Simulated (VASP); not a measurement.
# LiTa4O (P4/mmm) in VASP: notebook

The runs below take LiTa4O through single point, relaxation of cell and atoms, with PBE.

Program: VASP 6.6.1. These are calculated values, not measurements. Logs are shortened: lines on timing, memory, paths and dates and some standing lists are left out, and cuts for length are marked.

## (1) The cell of the first run

The structure is tetragonal, space group P4/mmm (No. 123). Conventional cell: a = 6.875 Å, b = 6.875 Å, c = 2.682 Å, α = 90.00°, β = 90.00°, γ = 90.00°. Within 3.5 Å of Li (site symmetry 4/mmm) lie 2 Li at 2.68 Å. Ta (site symmetry m2m) has 1 O at 2.04 Å and 5 Ta at 2.68 to 2.89 Å within 2.9 Å. Within 2.7 Å of O (site symmetry 4/mmm) lie 4 Ta at 2.04 Å and 2 O at 2.68 Å.

The cell was generated, and may not be a known phase.

## (2) Single point, PBE

INCAR reads:

```
SYSTEM = LiTa4O
  PREC = Accurate
  ENCUT = 520
  EDIFF = 1E-6
  ISMEAR = 0
  SIGMA = 0.1
  LREAL = .False.
  LASPH = .True.
  NELM = 100
  ALGO = Normal
  ISIF = 2
  LWAVE = .False.
  LCHARG = .False.
  GGA = PE
  NBANDS = 36
```

KPOINTS reads:

```
regular mesh
0
Gamma
  4 4 6
  0 0 0
```

POSCAR reads:

```
LiTa4O
1.0
    6.8750506835      0.0000000000      0.0000000000
    0.0000000000      6.8750506835      0.0000000000
    0.0000000000      0.0000000000      2.6816427111
Li Ta O
1 4 1
Direct
    0.5000000000      0.5000000000      0.5000000000
    0.7031495771      0.0000000000      0.5000000000
    0.2968504229      0.0000000000      0.5000000000
    0.0000000000      0.7031495771      0.5000000000
    0.0000000000      0.2968504229      0.5000000000
    0.0000000000      0.0000000000      0.5000000000
```

Potentials or basis: VASP PAW PBE potentials, release 64 (Li_sv, Ta_pv, O).

Run with:

```sh
$ cat potpaw_PBE.64/Li_sv/POTCAR potpaw_PBE.64/Ta_pv/POTCAR potpaw_PBE.64/O/POTCAR > POTCAR
$ mpirun -np 1 vasp_std > vasp.out
```

OUTCAR:

```text
SYSTEM = LiTa4O
   PREC = Accurate
   ENCUT = 520
   EDIFF = 1E-6
   ISMEAR = 0
   LREAL = .False.
   LASPH = .True.
   NELM = 100
   ISIF = 2
   GGA = PE

 ion  position               nearest neighbor table
   1  0.500  0.500  0.500-
   2  0.703  0.000  0.500-   6 2.04   3 2.79   5 2.89   4 2.89
   3  0.297  0.000  0.500-   6 2.04   2 2.79   5 2.89   4 2.89
   4  0.000  0.703  0.500-   6 2.04   5 2.79   2 2.89   3 2.89
   5  0.000  0.297  0.500-   6 2.04   4 2.79   2 2.89   3 2.89
   6  0.000  0.000  0.500-   2 2.04   3 2.04   4 2.04   5 2.04

  LATTYP: Found a simple tetragonal cell.
 ALAT       =     6.8750506835
 C/A-ratio  =     0.3900542461

  Lattice vectors:

 A1 = (   6.8750506835,   0.0000000000,   0.0000000000)
 A2 = (   0.0000000000,   6.8750506835,   0.0000000000)
 A3 = (   0.0000000000,   0.0000000000,   2.6816427111)

Analysis of symmetry for initial positions (statically):
=====================================================================
 Subroutine PRICEL returns:
 Original cell was already a primitive cell.

 Routine SETGRP: Setting up the symmetry group for a
 simple tetragonal supercell.

 Subroutine GETGRP returns: Found 16 space group operations
 (whereof 16 operations were pure point group operations)
 out of a pool of 16 trial point group operations.

The static configuration has the point symmetry D_4h.

Analysis of symmetry for dynamics (positions and initial velocities):
=====================================================================
 Subroutine PRICEL returns:
 Original cell was already a primitive cell.

 Routine SETGRP: Setting up the symmetry group for a
 simple tetragonal supercell.

 Subroutine GETGRP returns: Found 16 space group operations
 (whereof 16 operations were pure point group operations)
 out of a pool of 16 trial point group operations.

The dynamic configuration has the point symmetry D_4h.

 Subroutine INISYM returns: Found 16 space group operations
 (whereof 16 operations are pure point group operations),
 and found     1 'primitive' translations

----------------------------------------------------------------------------------------

                                     Primitive cell

  volume of cell :     126.7514

  direct lattice vectors                    reciprocal lattice vectors
     6.875050683  0.000000000  0.000000000     0.145453473  0.000000000  0.000000000
     0.000000000  6.875050683  0.000000000     0.000000000  0.145453473  0.000000000
     0.000000000  0.000000000  2.681642711     0.000000000  0.000000000  0.372905755

  length of vectors
     6.875050683  6.875050683  2.681642711     0.145453473  0.145453473  0.372905755

  position of ions in fractional coordinates (direct lattice)
     0.500000000  0.500000000  0.500000000
     0.703149577  0.000000000  0.500000000
     0.296850423  0.000000000  0.500000000
     0.000000000  0.703149577  0.500000000
     0.000000000  0.296850423  0.500000000
     0.000000000  0.000000000  0.500000000

  ion indices of the primitive-cell ions
   primitive index   ion index
                 1           1
                 2           2
                 3           3
                 4           4
                 5           5
                 6           6

----------------------------------------------------------------------------------------

 KPOINTS: regular mesh

Automatic generation of k-mesh.
 Grid dimensions read from file:
 generate k-points for:    4    4    6

 Generating k-lattice:

  Cartesian coordinates                     Fractional coordinates (reciprocal lattice)
     0.036363368  0.000000000  0.000000000     0.250000000  0.000000000  0.000000000
     0.000000000  0.036363368  0.000000000     0.000000000  0.250000000  0.000000000
     0.000000000  0.000000000  0.062150959     0.000000000  0.000000000  0.166666667

  Length of vectors
     0.036363368  0.036363368  0.062150959

  Shift w.r.t. Gamma in fractional coordinates (k-lattice)
     0.000000000  0.000000000  0.000000000

 Subroutine IBZKPT returns following result:
 ===========================================

 Found     24 irreducible k-points:

 Following reciprocal coordinates:
            Coordinates               Weight
  0.000000  0.000000  0.000000      1.000000
  0.250000  0.000000  0.000000      4.000000
  0.500000  0.000000  0.000000      2.000000
  0.250000  0.250000  0.000000      4.000000
  0.500000  0.250000  0.000000      4.000000
  0.500000  0.500000  0.000000      1.000000
[... 16 lines left out ...]
  0.500000  0.250000  0.500000      4.000000
  0.500000  0.500000  0.500000      1.000000
   k-points           NKPTS =     24   k-points in BZ     NKDIM =     24   number of bands    NBANDS=     36
   number of dos      NEDOS =    301   number of ions     NIONS =      6
   total plane-waves  NPLWV =  58320
   dimension x,y,z NGX =    54 NGY =   54 NGZ =   20
   dimension x,y,z NGXF=   108 NGYF=  108 NGZF=   40
   ions per type =               1   4   1
   NGX,Y,Z   is equivalent  to a cutoff of  13.06, 13.06, 12.40 a.u.
   NGXF,Y,Z  is equivalent  to a cutoff of  26.12, 26.12, 24.80 a.u.
 SYSTEM =  LiTa4O
   PREC   = accura    normal or accurate (medium, high low for compatibility)
   ISTART =      0    job   : 0-new  1-cont  2-samecut
   ICHARG =      2    charge: 1-file 2-atom 10-const
   ISPIN  =      1    spin polarized calculation?
   LNONCOLLINEAR =      F non collinear calculations
   LSORBIT =      F    spin-orbit coupling
   LASPH  =      T    aspherical Exc in radial PAW
   ENCUT  =  520.0 eV  38.22 Ry    6.18 a.u.  12.78 12.78  4.99*2*pi/ulx,y,z
   NELM   =    100;   NELMIN=  2; NELMDL= -5     # of ELM steps
   EDIFF  = 0.1E-05   stopping-criterion for ELM
   LREAL  =      F    real-space projection
   EDIFFG = 0.1E-04   stopping-criterion for IOM
   NSW    =      0    number of steps for IOM
   IBRION =     -1    ionic relax: 0-MD 1-quasi-New 2-CG
   NFREE  =      0    steps in history (QN), initial steepest desc. (CG)
   ISIF   =      2    stress and relaxation
   ISYM   =      2    0-nonsym 1-usesym 2-fastsym
   POTIM  = 0.5000    time-step for ionic-motion
   TEBEG  =    0.0;   TEEND  =   0.0 temperature during run
   PSTRESS=    0.0 pullay stress
   NELECT =      53.0000    total number of electrons
   NUPDOWN=      -1.0000    fix difference up-down
   EMIN   =  10.00;   EMAX   =-10.00  energy-range for DOS
   EFERMI =   0.00;   METHOD = LEGACY
   ISMEAR =     0;   SIGMA  =   0.10  broadening in eV -4-tet -1-fermi 0-gaus
   EFERMI_NEDOS =   21; number of points for ismear=-14 and -15
   IALGO  =     38    algorithm
   IMIX   =      4    mixing-type and parameters
     AMIX     =   0.40;   BMIX     =  1.00
     AMIX_MAG =   1.60;   BMIX_MAG =  1.00
  volume/ion in A,a.u.               =      21.13       142.56
  Fermi-wavevector in a.u.,A,eV,Ry     =   1.224191  2.313386 20.390287  1.498644
  Thomas-Fermi vector in A             =   2.359275
   LORBIT       =      0    0 simple, 1 ext, 2 COOP (PROOUT), +10 PAW based schemes
   GGA     = PE    functional components
   LHFCALC =     F    Hartree Fock is set to
   AEXX    =    0.0000 exact exchange contribution
   IVDW    =     0    specifies the selected vdW correction
   LEPSILON=     F    determine dielectric tensor
   LRPA    =     F    only Hartree local field effects (RPA)
 non-spin polarized calculation
 Gauss-broadening in eV      SIGMA  =   0.10
  energy-cutoff  :      520.00
  volume of cell :      126.75
 maximum number of plane-waves:      3444
 NGX is ok and might be reduce to    54

 number of electron      53.0000008 magnetization

 Free energy of the ion-electron system (eV)
  ---------------------------------------------------
  ext. energy  EPLUGINS =         0.00000000
  ---------------------------------------------------
  free energy    TOTEN  =       -51.25580395 eV

  energy without entropy =      -51.23828041  energy(sigma->0) =      -51.24704218

 E-fermi :   2.9567     XC(G=0): -10.1364

 val. band max:        2.9558629250   @ k =   0.5000   0.2500   0.0000
 cond. band min:       2.9836736224   @ k =   0.0000   0.0000   0.3333
 fundamental gap:      0.0278106975
 Fermi energy:         2.9567357738

 k-point     1 :       0.0000    0.0000    0.0000
  band No.  band energies     occupation
      1     -44.2564      2.00000
      2     -32.2765      2.00000
      3     -31.6574      2.00000
      4     -31.5842      2.00000
      5     -31.5842      2.00000
      6     -31.5235      2.00000
[... 28 lines left out ...]
     35       6.9156      0.00000
     36       6.9212      0.00000

 k-point     2 :       0.2500    0.0000    0.0000
  band No.  band energies     occupation
      1     -44.2564      2.00000
      2     -32.2225      2.00000
      3     -31.8211      2.00000
      4     -31.5775      2.00000
      5     -31.5343      2.00000
      6     -31.4500      2.00000
[... 28 lines left out ...]
     35       6.9322      0.00000
     36       7.0102      0.00000

 k-point     3 :       0.5000    0.0000    0.0000
  band No.  band energies     occupation
      1     -44.2564      2.00000
      2     -32.1294      2.00000
      3     -31.9619      2.00000
      4     -31.5638      2.00000
      5     -31.5519      2.00000
      6     -31.3312      2.00000
[... 28 lines left out ...]
     35       6.7400      0.00000
     36       6.9365      0.00000

 k-point     4 :       0.2500    0.2500    0.0000
  band No.  band energies     occupation
      1     -44.2564      2.00000
      2     -32.1685      2.00000
      3     -31.8620      2.00000
      4     -31.6471      2.00000
      5     -31.5504      2.00000
      6     -31.3750      2.00000
[... 28 lines left out ...]
     35       6.7396      0.00000
     36       6.9206      0.00000

 k-point     5 :       0.5000    0.2500    0.0000
  band No.  band energies     occupation
      1     -44.2564      2.00000
      2     -32.0699      2.00000
      3     -31.9600      2.00000
      4     -31.6787      2.00000
      5     -31.5649      2.00000
      6     -31.2967      2.00000
[... 655 lines left out ...]
 k-point    22 :       0.2500    0.2500    0.5000
  band No.  band energies     occupation
      1     -44.2338      2.00000
      2     -32.0606      2.00000
      3     -32.0082      2.00000
      4     -31.9786      2.00000
      5     -31.9769      2.00000
      6     -31.9269      2.00000
[... 28 lines left out ...]
     35       6.6746      0.00000
     36       7.2419      0.00000

 k-point    23 :       0.5000    0.2500    0.5000
  band No.  band energies     occupation
      1     -44.2338      2.00000
      2     -32.0454      2.00000
      3     -32.0244      2.00000
      4     -31.9841      2.00000
      5     -31.9188      2.00000
      6     -31.8851      2.00000
[... 28 lines left out ...]
     35       6.6173      0.00000
     36       7.0245      0.00000

 k-point    24 :       0.5000    0.5000    0.5000
  band No.  band energies     occupation
      1     -44.2338      2.00000
      2     -32.0244      2.00000
      3     -32.0244      2.00000
      4     -32.0135      2.00000
      5     -31.9104      2.00000
      6     -31.7827      2.00000
[... 28 lines left out ...]
     35       7.0180      0.00000
     36       7.0192      0.00000

------------------------ aborting loop because EDIFF is reached ----------------------------------------

  FORCE on cell =-STRESS in cart. coord.  units (eV):
  Direction    XX          YY          ZZ          XY          YZ          ZX
  --------------------------------------------------------------------------------------
  -------------------------------------------------------------------------------------
  Total        0.1869843      0.1869843     -0.0487367      0.0000000      0.0000000      0.0000000
  in kB        2.3635403      2.3635403     -0.6160467      0.0000000      0.0000000      0.0000000
  external PRESSURE =       1.3703446 kB  Pullay stress =       0.0000000 kB

 VOLUME and BASIS-vectors are now :
 -----------------------------------------------------------------------------
  energy-cutoff  :      520.00
  volume of cell :      126.75
      direct lattice vectors                 reciprocal lattice vectors
     6.875050683  0.000000000  0.000000000     0.145453473  0.000000000  0.000000000
     0.000000000  6.875050683  0.000000000     0.000000000  0.145453473  0.000000000
     0.000000000  0.000000000  2.681642711     0.000000000  0.000000000  0.372905755

 POSITION                                       TOTAL-FORCE (eV/Angst)
 -----------------------------------------------------------------------------------
      3.43753      3.43753      1.34082        -0.000000      0.000000      0.000000
      4.83419      0.00000      1.34082        -0.042971      0.000000      0.000000
      2.04086      0.00000      1.34082         0.042971      0.000000      0.000000
      0.00000      4.83419      1.34082        -0.000000     -0.042971      0.000000
      0.00000      2.04086      1.34082        -0.000000      0.042971     -0.000000
      0.00000      0.00000      1.34082        -0.000000      0.000000      0.000000
 -----------------------------------------------------------------------------------
    total drift:                               -0.000000     -0.000000      0.000000

  FREE ENERGIE OF THE ION-ELECTRON SYSTEM (eV)
  ---------------------------------------------------
  free  energy   TOTEN  =       -51.2558039509 eV

  energy  without entropy=      -51.2382804135  energy(sigma->0) =      -51.24704218
```

Run time: 2 min. Hardware: 1 thread of AMD EPYC 7R43 (Zen 3), shared host; peak memory 0.25 GiB.

Results:

* Free energy: -51.2558 eV
* Largest force: 0.043 eV/Å
* Band gap on the k mesh: zero (an odd number of electrons rules out a gap without spin polarisation)

Forces in eV/Å, atoms in the order of the input:
```
Li   0.000  0.000  0.000
Ta  -0.043  0.000  0.000
Ta   0.043  0.000  0.000
Ta   0.000 -0.043  0.000
Ta   0.000  0.043  0.000
O    0.000  0.000  0.000
```

Caveat: the k points lie up to 0.39 Å⁻¹ apart, too coarse for converged energies and pressures of a metal; the cutoff is under 1.25 times the usual one of these potentials, so pressure, stress and relaxed cells hold a basis-set (Pulay) error; spin-orbit coupling is left out, which moves the levels of the heavy elements.

## (3) Relaxation of cell and atoms, PBE

This run uses another cell than the first one, of the same volume but with other edges.

INCAR reads:

```
PREC = Accurate ; ENCUT = 600
EDIFF = 1E-6 ; ISMEAR = 0
SIGMA = 0.1 ; LREAL = F
LASPH = T ; NELM = 100
ALGO = Normal ; ISIF = 3
LWAVE = F ; LCHARG = F
GGA = PE ; IBRION = 2
NSW = 90 ; EDIFFG = -0.04
```

KPOINTS reads:

```
regular mesh
0
Gamma
  4 4 6
```

POSCAR reads:

```
LiTa4O
1.0
    6.7560090136      0.0000000000      0.0000000000
    0.0000000000      6.7560090136      0.0000000000
    0.0000000000      0.0000000000      2.7738497519
Li Ta O
1 4 1
Direct
    0.5000000000      0.5000000000      0.5000000000
    0.6995875186      0.0000000000      0.5000000000
    0.3004124814      0.0000000000      0.5000000000
    0.0000000000      0.6995875186      0.5000000000
    0.0000000000      0.3004124814      0.5000000000
    0.0000000000      0.0000000000      0.5000000000
```

Potentials or basis: VASP PAW PBE potentials, release 64 (Li_sv, Ta_pv, O).

Run with:

```sh
$ cat potpaw_PBE.64/Li_sv/POTCAR potpaw_PBE.64/Ta_pv/POTCAR potpaw_PBE.64/O/POTCAR > POTCAR
$ mpirun -np 1 vasp_std > vasp.out
```

Wall time 11 min (1 thread of AMD EPYC 7R43 (Zen 3), shared host); peak memory 0.29 GiB.

The run converged. Its results:

- Free energy: -51.2589 eV
- Relaxed volume: 21.13 Å³/atom
- Relaxed cell: a = 6.877 Å, b = 6.877 Å, c = 2.681 Å, α = 90.00°, β = 90.00°, γ = 90.00°
- Space group after relaxing (to 0.1 Å): P4/mmm (No. 123)
- Energy gained by relaxing: 35.9 meV/atom
- Ionic steps: 8
- Pressure after relaxing: 0.0 GPa
- Band gap on the k mesh: zero (an odd number of electrons rules out a gap without spin polarisation)

The path:
| step | energy change (eV) | largest force (eV/Å) | pressure (GPa) | volume (Å³) |
| --- | --- | --- | --- | --- |
| 1 | 0.0000 | 0.2143 | -0.65 | 126.61 |
| 2 | -0.0243 | 0.4331 | 1.93 | 124.68 |
| 3 | -0.1998 | 0.4218 | 0.12 | 125.68 |
| 4 | -0.1998 | 0.4242 | 0.15 | 125.66 |
| 5 | -0.2122 | 0.1211 | 0.94 | 125.91 |
| 6 | -0.2129 | 0.0145 | 0.79 | 125.86 |
| 7 | -0.2137 | 0.0128 | -0.62 | 127.58 |
| 8 | -0.2151 | 0.0002 | 0.00 | 126.81 |

Final structure:
```yaml
crystal:
  lattice:
    - [6.87741, 0.00000, 0.00000]
    - [0.00000, 6.87741, 0.00000]
    - [0.00000, 0.00000, 2.68097]
  atoms:
    - { symbol: Li, position: [0.50000, 0.50000, 0.50000] }
    - { symbol: Ta, position: [0.70300, 0.00000, 0.50000] }
    - { symbol: Ta, position: [0.29700, 0.00000, 0.50000] }
    - { symbol: Ta, position: [0.00000, 0.70300, 0.50000] }
    - { symbol: Ta, position: [0.00000, 0.29700, 0.50000] }
    - { symbol: O, position: [0.00000, 0.00000, 0.50000] }
```

Levels at points of the mesh, in eV from the Fermi level:
```
           k point  band 23  band 24  band 25  band 26  band 27  band 28  band 29  band 30
(0.00, 0.00, 0.00)    -1.29    -1.24    -1.07    -1.07    -0.84    -0.76    -0.76     2.00
(0.50, 0.00, 0.00)    -1.99    -1.94    -0.98    -0.97    -0.64    -0.47    -0.09     2.58
(0.50, 0.50, 0.00)    -1.44    -1.44    -1.44    -1.23    -0.35    -0.35     0.07     2.82
(0.00, 0.00, 0.50)    -1.06     0.21     0.30     0.46     0.46     0.49     0.49     0.84
(0.50, 0.00, 0.50)    -0.68    -0.52     0.23     0.53     0.62     0.81     1.00     1.10
(0.50, 0.50, 0.50)    -1.00    -0.01     0.07     0.41     0.41     1.23     1.76     1.82
```

Caveat: the k points lie up to 0.39 Å⁻¹ apart in the final cell, too coarse for converged energies and pressures of a metal; the cutoff is under 1.25 times the usual one of these potentials, so pressure, stress and relaxed cells hold a basis-set (Pulay) error; spin-orbit coupling is left out, which moves the levels of the heavy elements.

## (4) Single point, PBE, collinear spin

This run uses another cell than the first one, of 14.43 Å³/atom.

INCAR reads:

```
SYSTEM = LiTa4O
ALGO = Normal
EDIFF = 1E-7
ENCUT = 520
GGA = PE
ISIF = 2
ISMEAR = 0
ISPIN = 2
LASPH = .True.
LCHARG = .False.
LMAXMIX = 4
LORBIT = 11
LREAL = .False.
LWAVE = .False.
MAGMOM = 0 1 1 1 1 0
NBANDS = 40
NELM = 150
PREC = Accurate
SIGMA = 0.1
```

KPOINTS reads:

```
k-points
0
Gamma
  4 4 4
  0 0 0
```

POSCAR reads:

```
LiTa4O
1.0
    4.3507649500      0.0000000000      0.0000000000
    0.0000000000      4.3507649500      0.0000000000
    0.0000000000      0.0000000000      4.5734369300
Li Ta O
1 4 1
Direct
    0.5000000000      0.5000000000      0.5000000000
    0.7096915700      0.0000000000      0.5000000000
    0.2903084300      0.0000000000      0.5000000000
    0.0000000000      0.7096915700      0.5000000000
    0.0000000000      0.2903084300      0.5000000000
    0.0000000000      0.0000000000      0.5000000000
```

Run with:

```sh
$ cat potpaw_PBE.64/Li_sv/POTCAR potpaw_PBE.64/Ta_pv/POTCAR potpaw_PBE.64/O/POTCAR > POTCAR
$ mpirun -np 1 vasp_std > vasp.out
```

It took 2.7 min on 1 thread of AMD EPYC 7R43 (Zen 3), shared host; peak memory 0.24 GiB.

The run converged, but its numbers aren't listed here, since they failed a check.

Caveat: the k points lie up to 0.36 Å⁻¹ apart; the cutoff is under 1.25 times the usual one of these potentials, so pressure, stress and relaxed cells hold a basis-set (Pulay) error; atoms lie so close that the PAW spheres overlap strongly, which falsifies energies and pressures; spin-orbit coupling is left out, which moves the levels of the heavy elements; forces of over 1 eV/Å act on the atoms, so gaps and moduli don't describe the material at rest.

The gap in the log of VASP goes by the Fermi energy; the results here count the filled bands.